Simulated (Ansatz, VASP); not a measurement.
**One calculation of Ru, two programs**

```
CELL_PARAMETERS angstrom
2.69077 0.00000 0.00000
1.34539 2.33028 0.00000
0.00000 0.00000 26.61925
ATOMIC_POSITIONS crystal
Ru 0.66667 0.66667 0.30053
Ru 0.00000 0.00000 0.38032
Ru 0.66667 0.66667 0.46011
Ru 0.00000 0.00000 0.53989
Ru 0.66667 0.66667 0.61968
Ru 0.00000 0.00000 0.69947
```

Alike in both runs: task single point; functional PBEsol; k mesh 14 × 14 × 1; no spin polarisation.

|  | VASP | Ansatz |
| --- | --- | --- |
| version | VASP 6.6.1 | Ansatz 0.2.0 |
| potentials or method | VASP PAW PBE potentials, release 64 (Ru_pv) | plane-wave PAW, scalar-relativistic |
| plane-wave cutoff (eV) | 520 | 420 |
| occupations | methfessel-paxton of order 1, width 0.1 eV | cold, width 0.1 eV |
| valence electrons in the cell | 84 | 96 |

Ansatz gave:

- rms of the force components (eV/Å): 0.411

**Question.** What did VASP give for the same quantities?

**Answer.** rms of the force components (eV/Å): 0.412.

VASP's potentials were made for PBE, not for PBEsol. Atom by atom the forces differ by 0.003 eV/Å (rms over components). VASP's potentials hold 84 valence electrons a cell and Ansatz's 96, so a difference there can come from the potentials and not from the codes.
